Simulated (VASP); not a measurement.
# AlFe (P1) in VASP: notebook

The runs below take AlFe through single point, with PBE.

All numbers are computed with VASP 6.6.1; they aren't measurements. Logs are shortened: lines on timing, memory, paths and dates and some standing lists are left out, and cuts for length are marked.

## 1. The cell of the first run

The typed cell holds 8 atoms: a = 6.195 Å, b = 6.195 Å, c = 3.098 Å, α = 90.00°, β = 90.00°, γ = 90.00°.

## 2. Single point, PBE, collinear spin, antiferromagnetic start

Contents of INCAR:

```
SYSTEM = AlFe
PREC     = Accurate       ! precision mode
ENCUT    = 520            ! plane-wave cutoff, eV
EDIFF    = 1E-6           ! SCF threshold, eV
ISMEAR   = -1             ! smearing method
SIGMA    = 0.1            ! smearing width, eV
LREAL    = .FALSE.        ! projectors in reciprocal space
LASPH    = .TRUE.         ! aspherical terms in the spheres
NELM     = 150            ! most SCF steps
ALGO     = Normal         ! electronic algorithm
ISIF     = 2              ! what is computed and relaxed
LWAVE    = .FALSE.        ! write WAVECAR
LCHARG   = .FALSE.        ! write CHGCAR
ISPIN    = 2              ! spin polarisation
MAGMOM   = 4 -4 -4 4 0 0 0 0 ! initial moments
LORBIT   = 11             ! projections on sites
LMAXMIX  = 4              ! l up to which the mixer works
GGA      = PE             ! functional
NBANDS   = 36             ! bands
```

Contents of KPOINTS:

```
Automatic mesh
0
G
  1 1 1
  0 0 0
```

Contents of POSCAR:

```
AlFe
1.0
    6.1951993290      0.0000000000      0.0000000000
    0.0000000000      6.1951993290      0.0000000000
    0.0000000000      0.0000000000      3.0975996640
Fe Al
4 4
Direct
    0.0054509800     -0.0034117650      0.0241960780
   -0.0087450980      0.5067843140      0.0289019610
    0.5092156860      0.0045882350      0.0275686270
    0.4958823530      0.4955686270      0.0131372550
    0.2541960780      0.2529411760      0.5278823530
    0.2549019610      0.7532549020      0.5187058820
    0.7456470590      0.2463529410      0.5292941180
    0.7403921570      0.7504313730      0.5258431370
```

Potentials or basis: VASP PAW PBE potentials, release 64 (Fe, Al).

Command:

```console
$ cat potpaw_PBE.64/Fe/POTCAR potpaw_PBE.64/Al/POTCAR > POTCAR
$ mpirun -np 1 vasp_gam > vasp.out
```

OUTCAR:

```text
SYSTEM = AlFe
   PREC = Accurate
   ENCUT = 520
   EDIFF = 1E-6
   ISMEAR = -1
   LREAL = .FALSE.
   LASPH = .TRUE.
   NELM = 150
   ISIF = 2
   ISPIN = 2
   LORBIT = 11
   GGA = PE

 ion  position               nearest neighbor table
   1  0.005  0.997  0.024-   6 2.65   6 2.67   5 2.69   5 2.71   7 2.71   8 2.72   7 2.73   8 2.73
                             2 3.04   3 3.07   3 3.12
   2  0.991  0.507  0.029-   8 2.66   8 2.67   6 2.70   7 2.70   7 2.71   6 2.74   5 2.74   5 2.75
                             1 3.04   4 3.07
   3  0.509  0.005  0.028-   7 2.60   7 2.61   8 2.63   8 2.64   6 2.69   5 2.69   5 2.70   6 2.72
                             4 3.04   1 3.07   1 3.12
   4  0.496  0.496  0.013-   5 2.60   7 2.65   5 2.65   8 2.66   6 2.67   6 2.69   8 2.70   7 2.71
                             3 3.04   2 3.07
   5  0.254  0.253  0.528-   4 2.60   4 2.65   3 2.69   1 2.69   3 2.70   1 2.71   2 2.74   2 2.75
                             7 3.04   6 3.10   6 3.10   7 3.15
   6  0.255  0.753  0.519-   1 2.65   1 2.67   4 2.67   3 2.69   4 2.69   2 2.70   3 2.72   2 2.74
                             8 3.01   5 3.10   5 3.10   8 3.19
   7  0.746  0.246  0.529-   3 2.60   3 2.61   4 2.65   2 2.70   2 2.71   4 2.71   1 2.71   1 2.73
                             5 3.04   8 3.07   8 3.12   5 3.15
   8  0.740  0.750  0.526-   3 2.63   3 2.64   2 2.66   4 2.66   2 2.67   4 2.70   1 2.72   1 2.73
                             6 3.01   7 3.07   7 3.12   6 3.19

  LATTYP: Found a simple tetragonal cell.
 ALAT       =     6.1951993290
 C/A-ratio  =     0.4999999999

  Lattice vectors:

 A1 = (   6.1951993290,   0.0000000000,   0.0000000000)
 A2 = (   0.0000000000,   6.1951993290,   0.0000000000)
 A3 = (   0.0000000000,   0.0000000000,   3.0975996640)

Analysis of symmetry for initial positions (statically):
=====================================================================
 Subroutine PRICEL returns:
 Original cell was already a primitive cell.

 Routine SETGRP: Setting up the symmetry group for a
 simple tetragonal supercell.

 Subroutine GETGRP returns: Found  1 space group operations
 (whereof  1 operations were pure point group operations)
 out of a pool of 16 trial point group operations.

The static configuration has the point symmetry C_1 .

Analysis of symmetry for dynamics (positions and initial velocities):
=====================================================================
 Subroutine PRICEL returns:
 Original cell was already a primitive cell.

 Routine SETGRP: Setting up the symmetry group for a
 simple tetragonal supercell.

 Subroutine GETGRP returns: Found  1 space group operations
 (whereof  1 operations were pure point group operations)
 out of a pool of 16 trial point group operations.

The dynamic configuration has the point symmetry C_1 .

Analysis of structural, dynamic, and magnetic symmetry:
=====================================================================
 Subroutine PRICEL returns:
 Original cell was already a primitive cell.

 Routine SETGRP: Setting up the symmetry group for a
 simple tetragonal supercell.

 Subroutine GETGRP returns: Found  1 space group operations
 (whereof  1 operations were pure point group operations)
 out of a pool of 16 trial point group operations.

The overall configuration has the point symmetry C_1 .

 Subroutine INISYM returns: Found  1 space group operations
 (whereof  1 operations are pure point group operations),
 and found     1 'primitive' translations

----------------------------------------------------------------------------------------

                                     Primitive cell

  volume of cell :     118.8874

  direct lattice vectors                    reciprocal lattice vectors
     6.195199329  0.000000000  0.000000000     0.161415307  0.000000000  0.000000000
     0.000000000  6.195199329  0.000000000     0.000000000  0.161415307  0.000000000
     0.000000000  0.000000000  3.097599664     0.000000000  0.000000000  0.322830614

  length of vectors
     6.195199329  6.195199329  3.097599664     0.161415307  0.161415307  0.322830614

  position of ions in fractional coordinates (direct lattice)
     0.005450980  0.996588235  0.024196078
     0.991254902  0.506784314  0.028901961
     0.509215686  0.004588235  0.027568627
     0.495882353  0.495568627  0.013137255
     0.254196078  0.252941176  0.527882353
     0.254901961  0.753254902  0.518705882
     0.745647059  0.246352941  0.529294118
     0.740392157  0.750431373  0.525843137

[... 49 lines left out ...]
   PREC   = accura    normal or accurate (medium, high low for compatibility)
   ISTART =      0    job   : 0-new  1-cont  2-samecut
   ICHARG =      2    charge: 1-file 2-atom 10-const
   ISPIN  =      2    spin polarized calculation?
   LNONCOLLINEAR =      F non collinear calculations
   LSORBIT =      F    spin-orbit coupling
   LASPH  =      T    aspherical Exc in radial PAW
   ENCUT  =  520.0 eV  38.22 Ry    6.18 a.u.  11.52 11.52  5.76*2*pi/ulx,y,z
   NELM   =    150;   NELMIN=  2; NELMDL= -5     # of ELM steps
   EDIFF  = 0.1E-05   stopping-criterion for ELM
   LREAL  =      F    real-space projection
   EDIFFG = 0.1E-04   stopping-criterion for IOM
   NSW    =      0    number of steps for IOM
   IBRION =     -1    ionic relax: 0-MD 1-quasi-New 2-CG
   NFREE  =      0    steps in history (QN), initial steepest desc. (CG)
   ISIF   =      2    stress and relaxation
   ISYM   =      2    0-nonsym 1-usesym 2-fastsym
   POTIM  = 0.5000    time-step for ionic-motion
   TEBEG  =    0.0;   TEEND  =   0.0 temperature during run
   PSTRESS=    0.0 pullay stress
   NELECT =      44.0000    total number of electrons
   NUPDOWN=      -1.0000    fix difference up-down
   EMIN   =  10.00;   EMAX   =-10.00  energy-range for DOS
   EFERMI =   0.00;   METHOD = LEGACY
   ISMEAR =    -1;   SIGMA  =   0.10  broadening in eV -4-tet -1-fermi 0-gaus
   EFERMI_NEDOS =   21; number of points for ismear=-14 and -15
   IALGO  =     38    algorithm
   IMIX   =      4    mixing-type and parameters
     AMIX     =   0.40;   BMIX     =  1.00
     AMIX_MAG =   1.60;   BMIX_MAG =  1.00
  volume/ion in A,a.u.               =      14.86       100.29
  Fermi-wavevector in a.u.,A,eV,Ry     =   1.175386  2.221157 18.796881  1.381532
  Thomas-Fermi vector in A             =   2.311767
   LORBIT       =     11    0 simple, 1 ext, 2 COOP (PROOUT), +10 PAW based schemes
   GGA     = PE    functional components
   LHFCALC =     F    Hartree Fock is set to
   AEXX    =    0.0000 exact exchange contribution
   IVDW    =     0    specifies the selected vdW correction
   LEPSILON=     F    determine dielectric tensor
   LRPA    =     F    only Hartree local field effects (RPA)
 spin polarized calculation
  energy-cutoff  :      520.00
  volume of cell :      118.89
 maximum number of plane-waves:      1596
 NGX is ok and might be reduce to    48
   NGX = 23   NGY = 23   NGZ = 11

 number of electron      44.0000016 magnetization       0.3765373

 Free energy of the ion-electron system (eV)
  ---------------------------------------------------
  ext. energy  EPLUGINS =         0.00000000
  ---------------------------------------------------
  free energy    TOTEN  =       -58.17041783 eV

  energy without entropy =      -57.84349517  energy(sigma->0) =      -58.00695650

 E-fermi :   7.2133     XC(G=0): -11.0836

 val. band max:        7.0693509281   @ k =   0.0000   0.0000   0.0000
 cond. band min:       7.2204077233   @ k =   0.0000   0.0000   0.0000
 fundamental gap:      0.1510567952
 Fermi energy:         7.2133463076

 spin component 1

 k-point     1 :       0.0000    0.0000    0.0000
  band No.  band energies     occupation
      1      -3.2907      1.00000
      2       0.1258      1.00000
      3       0.1319      1.00000
      4       0.7985      1.00000
      5       0.8711      1.00000
      6       1.7410      1.00000
[... 26 lines left out ...]
     33      14.0358      0.00000
     34      14.0425      0.00000
 Fermi energy:         7.2133463076

 spin component 2

 k-point     1 :       0.0000    0.0000    0.0000
  band No.  band energies     occupation
      1      -3.2885      1.00000
      2       0.1304      1.00000
      3       0.1314      1.00000
      4       0.7962      1.00000
      5       0.9258      1.00000
      6       1.7464      1.00000
[... 26 lines left out ...]
     33      14.0361      0.00000
     34      14.0405      0.00000
 [bands above 34 left out]

------------------------ aborting loop because EDIFF is reached ----------------------------------------

  FORCE on cell =-STRESS in cart. coord.  units (eV):
  Direction    XX          YY          ZZ          XY          YZ          ZX
  --------------------------------------------------------------------------------------
  -------------------------------------------------------------------------------------
  Total       11.8323900     12.1228821    -58.4158778     -0.0398337      0.0171536     -0.0065117
  in kB      159.4583267    163.3731208   -787.2372448     -0.5368161      0.2311691     -0.0877545
  external PRESSURE =    -154.8019324 kB  Pullay stress =       0.0000000 kB

 VOLUME and BASIS-vectors are now :
 -----------------------------------------------------------------------------
  energy-cutoff  :      520.00
  volume of cell :      118.89
      direct lattice vectors                 reciprocal lattice vectors
     6.195199329  0.000000000  0.000000000     0.161415307  0.000000000  0.000000000
     0.000000000  6.195199329  0.000000000     0.000000000  0.161415307  0.000000000
     0.000000000  0.000000000  3.097599664     0.000000000  0.000000000  0.322830614

 POSITION                                       TOTAL-FORCE (eV/Angst)
 -----------------------------------------------------------------------------------
      0.03377      6.17406      0.07495        -0.181267      0.085692      0.036913
      6.14102      3.13963      0.08953         0.279704     -0.134294     -0.054780
      3.15469      0.02843      0.08540        -0.405363     -0.068446     -0.044720
      3.07209      3.07015      0.04069         0.140263      0.127466      0.181401
      1.57480      1.56702      1.63517        -0.097296     -0.093158     -0.060447
      1.57917      4.66656      1.60674         0.024367      0.008186      0.026767
      4.61943      1.52621      1.63954         0.150281      0.059060     -0.048323
      4.58688      4.64907      1.62885         0.089310      0.015495     -0.036811
 -----------------------------------------------------------------------------------
    total drift:                               -0.000244     -0.000592      0.000546

  FREE ENERGIE OF THE ION-ELECTRON SYSTEM (eV)
  ---------------------------------------------------
  free  energy   TOTEN  =       -58.1704178267 eV

  energy  without entropy=      -57.8434951710  energy(sigma->0) =      -58.00695650

 total charge

# of ion       s       p       d       tot
------------------------------------------
    1        0.450   0.327   6.234   7.011
    2        0.449   0.327   6.223   6.999
    3        0.459   0.332   6.322   7.113
    4        0.454   0.332   6.296   7.082
    5        0.450   0.303   0.000   0.753
    6        0.450   0.303   0.000   0.753
    7        0.450   0.306   0.000   0.756
    8        0.450   0.306   0.000   0.757
--------------------------------------------------
tot          3.612   2.537  25.075  31.224

 magnetization (x)

# of ion       s       p       d       tot
------------------------------------------
    1        0.004   0.019   2.588   2.611
    2       -0.006  -0.019  -2.605  -2.630
    3       -0.004  -0.015  -2.001  -2.020
    4        0.003   0.018   2.402   2.423
    5       -0.001  -0.002   0.000  -0.003
    6       -0.001  -0.001   0.000  -0.001
    7        0.001  -0.001   0.000   0.000
    8        0.001  -0.000   0.000   0.001
--------------------------------------------------
tot         -0.003   0.000   0.385   0.382
```

Run time: 2.9 min. Hardware: 1 thread of Intel Xeon 8259CL, shared host; peak memory 0.25 GiB.

What came out:

```
Free energy                                           : -58.1704 eV
Pressure                                              : -15.5 GPa
Largest force                                         : 0.414 eV/Å
Band gap on the k mesh                                : 0.15 eV
Net moment                                            : 0.38 μB per cell
Site moments                                          : Fe +2.61, -2.63, -2.02, +2.42; Al -0.00, +0.00 μB
Valence electrons inside the program's atomic spheres : Fe 7.01, 7.00, 7.11, 7.08; Al 0.75, 0.76
```

Forces on the atoms (eV/Å):
```
Fe  -0.181  0.086  0.037
Fe   0.280 -0.134 -0.055
Fe  -0.405 -0.068 -0.045
Fe   0.140  0.127  0.181
Al  -0.097 -0.093 -0.060
Al   0.024  0.008  0.027
Al   0.150  0.059 -0.048
Al   0.089  0.015 -0.037
```

Stress tensor (GPa, compression positive):
```
 15.95  -0.05  -0.01
 -0.05  16.34   0.02
 -0.01   0.02 -78.72
```

Levels at points of the mesh, in eV from the valence-band top:
Spin up:
```
           k point  band 19  band 20  band 21  band 22  band 23  band 24  band 25  band 26
(0.00, 0.00, 0.00)    -0.95    -0.80    -0.57     0.00     0.31     0.34     0.42     0.45
```
Spin down:
```csv
k point,band 18,band 19,band 20,band 21,band 22,band 23,band 24,band 25
"(0.00, 0.00, 0.00)",-1.94,-0.91,-0.88,-0.34,0.15,0.23,0.53,0.58
```

Caveat: the k points lie up to 2.03 Å⁻¹ apart.

(Continued in part 2 of 2.)
